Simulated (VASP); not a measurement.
Write the native input for VASP 6.6.1 that does the following.

```yaml
Task: relaxation of cell and atoms
Functional: PBE
Potentials_or_basis: VASP PAW PBE potentials, release 64 (Pt)
Cutoff: 600 eV
k_mesh: 15 × 15 × 15
Occupations: methfessel-paxton, width 0.05 eV
Spin: no spin polarisation
Dipole_correction: no
Further_INCAR_settings: ALGO = Normal; EDIFF = 1e-07; IBRION = 2; EDIFFG = -0.01; NSW = 80; ISIF = 3
```

The structure of Pt lies in POSCAR:

```
Pt
1.0
    2.6231864082      0.0000000000      0.0000000000
    0.0000000000      2.6231864082      0.0000000000
    0.0000000000      0.0000000000      2.6231864082
Pt
1
Direct
    0.0000000000      0.0000000000      0.0000000000
```

One way to write it, as run:

INCAR

```
  PREC = Accurate
  ENCUT = 600
  EDIFF = 1E-7
  ISMEAR = 1
  SIGMA = 0.05
  LREAL = False
  LASPH = True
  NELM = 100
  ALGO = Normal
  ISIF = 3
  LWAVE = False
  LCHARG = False
  GGA = PE
  IBRION = 2
  NSW = 80
  EDIFFG = -0.01
```

KPOINTS

```
Automatic mesh
0
Gamma
  15 15 15
```

Potentials or basis: VASP PAW PBE potentials, release 64 (Pt).

Launch:

```sh
$ cat potpaw_PBE.64/Pt/POTCAR > POTCAR
$ mpirun -np 1 vasp_std > vasp.out
```

Results of the run:

```json
{
  "Relaxed volume": "18.01 Å³/atom",
  "Relaxed cell": "a = 2.621 Å, b = 2.621 Å, c = 2.621 Å, α = 90.00°, β = 90.00°, γ = 90.00°",
  "Space group after relaxing (to 0.05 Å)": "Pm-3m (No. 221)",
  "Energy gained by relaxing": "0.1 meV/atom",
  "Ionic steps": "3",
  "Pressure after relaxing": "0.0 GPa",
  "Band gap on the k mesh": "zero (band 5 reaches 10.10 eV, above the bottom of band 6 at 7.12 eV)"
}
```

Caveat: spin-orbit coupling is left out, which moves the levels of the heavy elements.

Run time: 62 s on 1 thread of AMD EPYC 7R13, on a shared host, peak memory 0.13 GiB.
